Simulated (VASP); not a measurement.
# In (Pm-3m) in VASP: a series of runs

The runs below take In through single point, with LDA.

All numbers are computed with VASP 6.6.1; they aren't measurements. Logs are shortened: lines on timing, memory, paths and dates and some standing lists are left out, and cuts for length are marked.

## (1) The cell of the first run

It takes space group Pm-3m (No. 221, cubic). Conventional cell: a = 2.242 Å, b = 2.242 Å, c = 2.242 Å, α = 90.00°, β = 90.00°, γ = 90.00°. Within 3.0 Å of In (site symmetry m-3m) lie 6 In at 2.24 Å.

## (2) Single point, LDA (volume scaled by 0.43)

INCAR reads:

```
SYSTEM = In
ALGO = Normal
EDIFF = 1E-6
ENCUT = 520
GGA = CA
ISIF = 2
ISMEAR = -1
LASPH = .TRUE.
LCHARG = .FALSE.
LREAL = .FALSE.
LWAVE = .FALSE.
NBANDS = 12
NELM = 100
PREC = Accurate
SIGMA = 0.05
```

KPOINTS reads:

```
k-points
0
G
  14 14 14
  0 0 0
```

POSCAR reads:

```
In
1.0
    2.2422221037      0.0000000000      0.0000000000
    0.0000000000      2.2422221037      0.0000000000
    0.0000000000      0.0000000000      2.2422221037
In
1
Direct
    0.0000000000      0.0000000000      0.0000000000
```

Potentials or basis: VASP PAW LDA potentials, release 64 (In_d).

The run is started by

```
$ cat potpaw_LDA.64/In_d/POTCAR > POTCAR
$ mpirun -np 1 vasp_std > vasp.out
```

OUTCAR:

```text
SYSTEM = In
   EDIFF = 1E-6
   ENCUT = 520
   GGA = CA
   ISIF = 2
   ISMEAR = -1
   LASPH = .TRUE.
   LREAL = .FALSE.
   NELM = 100
   PREC = Accurate

 ion  position               nearest neighbor table
   1  0.000  0.000  0.000-

  LATTYP: Found a simple cubic cell.
 ALAT       =     2.2422221037

  Lattice vectors:

 A1 = (   2.2422221037,   0.0000000000,   0.0000000000)
 A2 = (   0.0000000000,   2.2422221037,   0.0000000000)
 A3 = (   0.0000000000,   0.0000000000,   2.2422221037)

Analysis of symmetry for initial positions (statically):
=====================================================================
 Subroutine PRICEL returns:
 Original cell was already a primitive cell.

 Routine SETGRP: Setting up the symmetry group for a
 simple cubic supercell.

 Subroutine GETGRP returns: Found 48 space group operations
 (whereof 48 operations were pure point group operations)
 out of a pool of 48 trial point group operations.

The static configuration has the point symmetry O_h .

Analysis of symmetry for dynamics (positions and initial velocities):
=====================================================================
 Subroutine PRICEL returns:
 Original cell was already a primitive cell.

 Routine SETGRP: Setting up the symmetry group for a
 simple cubic supercell.

 Subroutine GETGRP returns: Found 48 space group operations
 (whereof 48 operations were pure point group operations)
 out of a pool of 48 trial point group operations.

The dynamic configuration has the point symmetry O_h .

 Subroutine INISYM returns: Found 48 space group operations
 (whereof 48 operations are pure point group operations),
 and found     1 'primitive' translations

----------------------------------------------------------------------------------------

                                     Primitive cell

  volume of cell :      11.2729

  direct lattice vectors                    reciprocal lattice vectors
     2.242222104  0.000000000  0.000000000     0.445986148  0.000000000  0.000000000
     0.000000000  2.242222104  0.000000000     0.000000000  0.445986148  0.000000000
     0.000000000  0.000000000  2.242222104     0.000000000  0.000000000  0.445986148

  length of vectors
     2.242222104  2.242222104  2.242222104     0.445986148  0.445986148  0.445986148

  position of ions in fractional coordinates (direct lattice)
     0.000000000  0.000000000  0.000000000

  ion indices of the primitive-cell ions
   primitive index   ion index
                 1           1

----------------------------------------------------------------------------------------

 KPOINTS: k-points

Automatic generation of k-mesh.
 Grid dimensions read from file:
 generate k-points for:   14   14   14

 Generating k-lattice:

  Cartesian coordinates                     Fractional coordinates (reciprocal lattice)
     0.031856153  0.000000000  0.000000000     0.071428571  0.000000000  0.000000000
     0.000000000  0.031856153  0.000000000     0.000000000  0.071428571  0.000000000
     0.000000000  0.000000000  0.031856153     0.000000000  0.000000000  0.071428571

  Length of vectors
     0.031856153  0.031856153  0.031856153

  Shift w.r.t. Gamma in fractional coordinates (k-lattice)
     0.000000000  0.000000000  0.000000000

 Subroutine IBZKPT returns following result:
 ===========================================

 Found    120 irreducible k-points:

 Following reciprocal coordinates:
            Coordinates               Weight
  0.000000  0.000000  0.000000      1.000000
  0.071429  0.000000  0.000000      6.000000
  0.142857  0.000000  0.000000      6.000000
  0.214286  0.000000  0.000000      6.000000
  0.285714  0.000000  0.000000      6.000000
  0.357143  0.000000  0.000000      6.000000
[... 16 lines left out ...]
  0.285714  0.214286  0.000000     24.000000
  0.357143  0.214286  0.000000     24.000000
 [... further k-points ...]
   k-points           NKPTS =    120   k-points in BZ     NKDIM =    120   number of bands    NBANDS=     12
   number of dos      NEDOS =    301   number of ions     NIONS =      1
   total plane-waves  NPLWV =   5832
   dimension x,y,z NGX =    18 NGY =   18 NGZ =   18
   dimension x,y,z NGXF=    36 NGYF=   36 NGZF=   36
   ions per type =               1
   NGX,Y,Z   is equivalent  to a cutoff of  13.35, 13.35, 13.35 a.u.
   NGXF,Y,Z  is equivalent  to a cutoff of  26.69, 26.69, 26.69 a.u.
 SYSTEM =  In
   PREC   = accura    normal or accurate (medium, high low for compatibility)
   ISTART =      0    job   : 0-new  1-cont  2-samecut
   ICHARG =      2    charge: 1-file 2-atom 10-const
   ISPIN  =      1    spin polarized calculation?
   LNONCOLLINEAR =      F non collinear calculations
   LSORBIT =      F    spin-orbit coupling
   LASPH  =      T    aspherical Exc in radial PAW
   ENCUT  =  520.0 eV  38.22 Ry    6.18 a.u.   4.17  4.17  4.17*2*pi/ulx,y,z
   NELM   =    100;   NELMIN=  2; NELMDL= -5     # of ELM steps
   EDIFF  = 0.1E-05   stopping-criterion for ELM
   LREAL  =      F    real-space projection
   EDIFFG = 0.1E-04   stopping-criterion for IOM
   NSW    =      0    number of steps for IOM
   IBRION =     -1    ionic relax: 0-MD 1-quasi-New 2-CG
   NFREE  =      0    steps in history (QN), initial steepest desc. (CG)
   ISIF   =      2    stress and relaxation
   ISYM   =      2    0-nonsym 1-usesym 2-fastsym
   POTIM  = 0.5000    time-step for ionic-motion
   TEBEG  =    0.0;   TEEND  =   0.0 temperature during run
   PSTRESS=    0.0 pullay stress
   NELECT =      13.0000    total number of electrons
   NUPDOWN=      -1.0000    fix difference up-down
   EMIN   =  10.00;   EMAX   =-10.00  energy-range for DOS
   EFERMI =   0.00;   METHOD = LEGACY
   ISMEAR =    -1;   SIGMA  =   0.05  broadening in eV -4-tet -1-fermi 0-gaus
   EFERMI_NEDOS =   21; number of points for ismear=-14 and -15
   IALGO  =     38    algorithm
   IMIX   =      4    mixing-type and parameters
     AMIX     =   0.40;   BMIX     =  1.00
     AMIX_MAG =   1.60;   BMIX_MAG =  1.00
  volume/ion in A,a.u.               =      11.27        76.07
  Fermi-wavevector in a.u.,A,eV,Ry     =   1.716764  3.244214 40.100170  2.947279
  Thomas-Fermi vector in A             =   2.793889
   LORBIT       =      0    0 simple, 1 ext, 2 COOP (PROOUT), +10 PAW based schemes
   GGA     = CA    functional components
   LHFCALC =     F    Hartree Fock is set to
   AEXX    =    0.0000 exact exchange contribution
   IVDW    =     0    specifies the selected vdW correction
   LEPSILON=     F    determine dielectric tensor
   LRPA    =     F    only Hartree local field effects (RPA)
 non-spin polarized calculation
  energy-cutoff  :      520.00
  volume of cell :       11.27
 maximum number of plane-waves:       320
 NGX is ok and might be reduce to    18
   NGX =  9   NGY =  9   NGZ =  9

 number of electron      13.0000010 magnetization

 Free energy of the ion-electron system (eV)
  ---------------------------------------------------
  ext. energy  EPLUGINS =         0.00000000
  ---------------------------------------------------
  free energy    TOTEN  =         3.74040066 eV

  energy without entropy =        3.74397596  energy(sigma->0) =        3.74218831

 E-fermi :  22.7468     XC(G=0): -15.1552

 val. band max:       22.6624289050   @ k =   0.5000   0.4286   0.2857
 cond. band min:      22.7746187023   @ k =   0.4286   0.4286   0.2143
 fundamental gap:      0.1121897973
 Fermi energy:        22.7467531209

 k-point     1 :       0.0000    0.0000    0.0000
  band No.  band energies     occupation
      1       1.5697      2.00000
      2       1.5697      2.00000
      3       4.3047      2.00000
      4       6.9643      2.00000
      5       6.9643      2.00000
      6       6.9643      2.00000
      7      33.9630      0.00000
      8      33.9630      0.00000
      9      33.9630      0.00000
     10      41.5032      0.00000
     11      41.5032      0.00000
     12      44.0079      0.00000

 k-point     2 :       0.0714    0.0000    0.0000
  band No.  band energies     occupation
      1       1.5929      2.00000
      2       1.7104      2.00000
      3       4.4911      2.00000
      4       6.8688      2.00000
      5       6.8688      2.00000
      6       6.9721      2.00000
      7      32.5427      0.00000
      8      34.2391      0.00000
      9      34.2391      0.00000
     10      41.0475      0.00000
     11      42.0887      0.00000
     12      44.9919      0.00000

 k-point     3 :       0.1429    0.0000    0.0000
  band No.  band energies     occupation
      1       1.6585      2.00000
      2       2.0763      2.00000
      3       5.0844      2.00000
      4       6.6073      2.00000
      5       6.6073      2.00000
      6       6.9941      2.00000
      7      29.7345      0.00000
      8      35.0325      0.00000
      9      35.0325      0.00000
     10      39.9325      0.00000
     11      42.2894      0.00000
     12      47.9626      0.00000

 k-point     4 :       0.2143    0.0000    0.0000
  band No.  band energies     occupation
      1       1.7546      2.00000
      2       2.5384      2.00000
      3       6.1477      2.00000
      4       6.2445      2.00000
      5       6.2445      2.00000
      6       7.0260      2.00000
      7      26.6868      0.00000
      8      36.2494      0.00000
      9      36.2494      0.00000
     10      38.5902      0.00000
     11      41.9759      0.00000
     12      50.3257      0.00000

 k-point     5 :       0.2857    0.0000    0.0000
  band No.  band energies     occupation
      1       1.8631      2.00000
      2       2.9834      2.00000
      3       5.8602      2.00000
      4       5.8602      2.00000
      5       7.0615      2.00000
      6       7.6837      2.00000
      7      23.6901      0.00000
      8      37.3276      0.00000
      9      37.7580      0.00000
     10      37.7580      0.00000
     11      41.2981      0.00000
     12      50.0035      0.00000

 k-point     6 :       0.3571    0.0000    0.0000
  band No.  band energies     occupation
      1       1.9626      2.00000
      2       3.3485      2.00000
      3       5.5289      2.00000
      4       5.5289      2.00000
      5       7.0936      2.00000
      6       9.5947      2.00000
      7      20.8380      2.00000
      8      36.3251      0.00000
      9      39.3910      0.00000
     10      39.3910      0.00000
     11      40.4141      0.00000
     12      49.0491      0.00000

 k-point     7 :       0.4286    0.0000    0.0000
  band No.  band energies     occupation
      1       2.0323      2.00000
      2       3.5911      2.00000
      3       5.3072      2.00000
      4       5.3072      2.00000
      5       7.1159      2.00000
      6      11.6522      2.00000
      7      18.2707      2.00000
      8      35.6867      0.00000
      9      39.6598      0.00000
     10      40.8691      0.00000
     11      40.8691      0.00000
     12      47.8365      0.00000

 k-point     8 :       0.5000    0.0000    0.0000
  band No.  band energies     occupation
      1       2.0574      2.00000
      2       3.6766      2.00000
      3       5.2294      2.00000
      4       5.2294      2.00000
      5       7.1239      2.00000
      6      12.9162      2.00000
      7      16.8472      2.00000
      8      35.4681      0.00000
      9      39.3651      0.00000
     10      41.5599      0.00000
     11      41.5599      0.00000
     12      47.2072      0.00000
[... 166 lines left out ...]
 k-point    20 :       0.4286    0.1429    0.0000
  band No.  band energies     occupation
      1       2.3941      2.00000
      2       4.1684      2.00000
      3       4.4914      2.00000
      4       5.3606      2.00000
      5       6.7895      2.00000
      6      12.6344      2.00000
      7      18.7410      2.00000
      8      34.4151      0.00000
      9      37.5654      0.00000
     10      39.7594      0.00000
     11      42.1993      0.00000
     12      47.6285      0.00000

 k-point    21 :       0.5000    0.1429    0.0000
  band No.  band energies     occupation
      1       2.4216      2.00000
      2       4.2766      2.00000
      3       4.3956      2.00000
      4       5.2840      2.00000
      5       6.7988      2.00000
      6      14.1196      2.00000
      7      17.0777      2.00000
      8      34.7238      0.00000
      9      38.0734      0.00000
     10      38.5137      0.00000
     11      43.0875      0.00000
     12      46.7270      0.00000

 k-point    22 :       0.2143    0.2143    0.0000
  band No.  band energies     occupation
      1       2.2780      2.00000
      2       3.5434      2.00000
      3       4.8621      2.00000
      4       6.2781      2.00000
      5       6.3818      2.00000
      6       8.2092      2.00000
      7      27.4987      0.00000
      8      29.1480      0.00000
      9      38.5812      0.00000
     10      38.9760      0.00000
     11      45.1104      0.00000
     12      48.0237      0.00000

 k-point    23 :       0.2857    0.2143    0.0000
  band No.  band energies     occupation
      1       2.4408      2.00000
      2       4.1385      2.00000
      3       4.4226      2.00000
      4       5.9510      2.00000
      5       6.3852      2.00000
      6       9.5832      2.00000
      7      24.9748      0.00000
      8      29.7580      0.00000
      9      38.2616      0.00000
     10      40.1162      0.00000
     11      43.0305      0.00000
     12      47.3550      0.00000

 k-point    24 :       0.3571    0.2143    0.0000
  band No.  band energies     occupation
      1       2.5711      2.00000
      2       4.0050      2.00000
      3       4.6751      2.00000
      4       5.6326      2.00000
      5       6.4259      2.00000
      6      11.4168      2.00000
      7      22.0809      2.00000
      8      31.0010      0.00000
      9      37.2967      0.00000
     10      40.8702      0.00000
     11      41.8187      0.00000
     12      47.1551      0.00000

 [... further k-points ...]
[... 5 lines left out ...]
  --------------------------------------------------------------------------------------
  -------------------------------------------------------------------------------------
  Total       24.0877440     24.0877440     24.0877440     -0.0000000      0.0000000     -0.0000000
  in kB     3423.5038516   3423.5038516   3423.5038516     -0.0000000      0.0000000     -0.0000000
  external PRESSURE =    3423.5038516 kB  Pullay stress =       0.0000000 kB

 VOLUME and BASIS-vectors are now :
 -----------------------------------------------------------------------------
  energy-cutoff  :      520.00
  volume of cell :       11.27
      direct lattice vectors                 reciprocal lattice vectors
     2.242222104  0.000000000  0.000000000     0.445986148  0.000000000  0.000000000
     0.000000000  2.242222104  0.000000000     0.000000000  0.445986148  0.000000000
     0.000000000  0.000000000  2.242222104     0.000000000  0.000000000  0.445986148

 POSITION                                       TOTAL-FORCE (eV/Angst)
 -----------------------------------------------------------------------------------
      0.00000      0.00000      0.00000         0.000000      0.000000      0.000000
 -----------------------------------------------------------------------------------
    total drift:                                0.000000      0.000000     -0.000000

  FREE ENERGIE OF THE ION-ELECTRON SYSTEM (eV)
  ---------------------------------------------------
  free  energy   TOTEN  =         3.7404006595 eV

  energy  without entropy=        3.7439759623  energy(sigma->0) =        3.74218831
```

It took 10 s on 1 thread of AMD EPYC 7R13 (Zen 3), shared host; peak memory 0.09 GiB.

What came out:

| Quantity | Value |
| --- | --- |
| Free energy | 3.7404 eV |
| Pressure | 342.4 GPa |

Caveat: spin-orbit coupling is left out, which moves the levels of the heavy elements.

## (3) Single point, LDA (volume scaled by 0.43)

INCAR reads:

```
SYSTEM = In
PREC = Accurate
ENCUT = 520
EDIFF = 1E-6
ISMEAR = -1
SIGMA = 0.05
LREAL = .False.
LASPH = .True.
NELM = 100
ALGO = Normal
ISIF = 2
LWAVE = .False.
LCHARG = .True.
LELF = .True.
LVHAR = .True.
NBANDS = 12
```

KPOINTS reads:

```
regular mesh
0
Gamma
  14 14 14
  0 0 0
```

POSCAR is that of step 2.

Potentials or basis: VASP PAW LDA potentials, release 64 (In_d).

The run is started by

```
$ cat potpaw_LDA.64/In_d/POTCAR > POTCAR
$ mpirun -np 1 vasp_std > vasp.out
```

Run time: 11 s. Hardware: 1 thread of AMD EPYC 7R13 (Zen 3), shared host; peak memory 0.09 GiB.

It converged, with:

```yaml
Free_energy: 3.7404 eV
Pressure: 342.4 GPa
```

Levels at points of the mesh, in eV from the Fermi level:
```tsv
k point	band 4	band 5	band 6	band 7	band 8	band 9
(0.00, 0.00, 0.00)	-15.78	-15.78	-15.78	11.22	11.22	11.22
(0.50, 0.00, 0.00)	-17.52	-15.62	-9.83	-5.90	12.72	16.62
(0.50, 0.50, 0.00)	-17.22	-14.40	-3.16	-3.16	4.49	4.76
(0.50, 0.50, 0.50)	-14.30	-14.30	4.18	4.18	4.18	4.33
```

Caveat: spin-orbit coupling is left out, which moves the levels of the heavy elements.

## (4) Single point, LDA (volume scaled by 0.5)

INCAR reads:

```
SYSTEM = In
  ALGO = Normal
  EDIFF = 1E-7
  ENCUT = 520
  GGA = CA
  ISIF = 2
  ISMEAR = -1
  LASPH = .True.
  LCHARG = .False.
  LREAL = .False.
  LWAVE = .False.
  NBANDS = 12
  NELM = 100
  PREC = Accurate
  SIGMA = 0.05
```

KPOINTS reads:

```
k-points
0
Gamma
  14 14 14
  0 0 0
```

POSCAR reads:

```
In
1.0
    2.3578299453      0.0000000000      0.0000000000
    0.0000000000      2.3578299453      0.0000000000
    0.0000000000      0.0000000000      2.3578299453
In
1
Direct
    0.0000000000      0.0000000000      0.0000000000
```

The run is started by

```
$ cat potpaw_LDA.64/In_d/POTCAR > POTCAR
$ mpirun -np 1 vasp_std > vasp.out
```

Run time: 10 s. Hardware: 1 thread of AMD EPYC 7R13 (Zen 3), shared host; peak memory 0.1 GiB.

Results (log left out):

* Free energy: 0.7699 eV
* Pressure: 192.2 GPa

Levels at points of the mesh, in eV from the Fermi level:
| k point | band 4 | band 5 | band 6 | band 7 | band 8 | band 9 |
| --- | --- | --- | --- | --- | --- | --- |
| (0.00, 0.00, 0.00) | -15.17 | -15.17 | -15.17 | 10.86 | 10.86 | 10.86 |
| (0.50, 0.00, 0.00) | -16.43 | -15.05 | -8.28 | -5.97 | 13.46 | 16.45 |
| (0.50, 0.50, 0.00) | -16.22 | -14.13 | -2.48 | -2.48 | 2.98 | 4.64 |
| (0.50, 0.50, 0.50) | -14.05 | -14.05 | 3.75 | 3.75 | 3.75 | 5.64 |

Caveat: spin-orbit coupling is left out, which moves the levels of the heavy elements.
